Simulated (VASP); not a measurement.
Wanted: the native input for a VASP 6.6.1 run.

* Task: single point
* Functional: r2SCAN
* Potentials or basis: VASP PAW PBE potentials, release 64 (Al, Cu)
* Cutoff: 520 eV
* k mesh: 12 × 12 × 8
* Occupations: gaussian, width 0.1 eV
* Spin: no spin polarisation
* Dipole correction: no
* Further INCAR settings: ALGO = Normal; EDIFF = 1e-07; NBANDS = 24

Al3Cu2:

```
Al Cu
1.0
     4.01978    0.00000    0.00000
    -2.00989    3.48123    0.00000
     0.00000    0.00000    4.89006
Al Cu
3 2
Direct
  0.00000 0.00000 0.00000
  0.33333 0.66667 0.35132
  0.66667 0.33333 0.64868
  0.33333 0.66667 0.84151
  0.66667 0.33333 0.15849
```

This cell differs from its parent crystal: equal strain along all axes, cell held: -2.0 %, then relaxed in part.

The input as run:

POSCAR

```
Al3Cu2
1.0
    4.0197755474      0.0000000000      0.0000000000
   -2.0098877737      3.4812277416      0.0000000000
    0.0000000000      0.0000000000      4.8900641656
Al Cu
3 2
Direct
    0.0000000000      0.0000000000      0.0000000000
    0.3333333333      0.6666666667      0.3513249958
    0.6666666667      0.3333333333      0.6486750042
    0.3333333333      0.6666666667      0.8415069653
    0.6666666667      0.3333333333      0.1584930347
```

INCAR.step1

```
ALGO = Normal
EDIFF = 1E-4
ENCUT = 520
GGA = PE
ISMEAR = 0
LASPH = T
LCHARG = F
LREAL = F
LWAVE = T
NBANDS = 24
NELM = 60
PREC = Accurate
SIGMA = 0.1
```

INCAR.step2

```
ALGO = Normal
EDIFF = 1E-7
ENCUT = 520
ISIF = 2
ISMEAR = 0
ISTART = 1
LASPH = T
LCHARG = F
LMIXTAU = T
LREAL = F
LWAVE = F
METAGGA = R2SCAN
NBANDS = 24
NELM = 60
PREC = Accurate
SIGMA = 0.1
```

KPOINTS

```
k-points
0
Gamma
  12 12 8
```

Potentials or basis: VASP PAW PBE potentials, release 64 (Al, Cu).

Launch:

```sh
$ cat potpaw_PBE.64/Al/POTCAR potpaw_PBE.64/Cu/POTCAR > POTCAR
$ cp INCAR.step1 INCAR
$ mpirun -np 1 vasp_std > vasp.out
$ cp INCAR.step2 INCAR
$ mpirun -np 1 vasp_std > vasp.out
```

Results of the run:

```yaml
Pressure: 8.0 GPa
Largest_force: 0.011 eV/Å
Band_gap_on_the_k_mesh: zero (an odd number of electrons rules out a gap without spin polarisation)
```

Caveat: the cell differs from its parent crystal (equal strain along all axes, cell held: -2.0 %, then relaxed in part); the cell stands under pressure; the PAW data sets were made with another functional, which shifts forces and pressure a little.

It took 7.2 min on 1 thread of Intel(R) Xeon(R) 6975P-C (Granite Rapids), with other jobs on the host, peak memory 0.3 GiB.
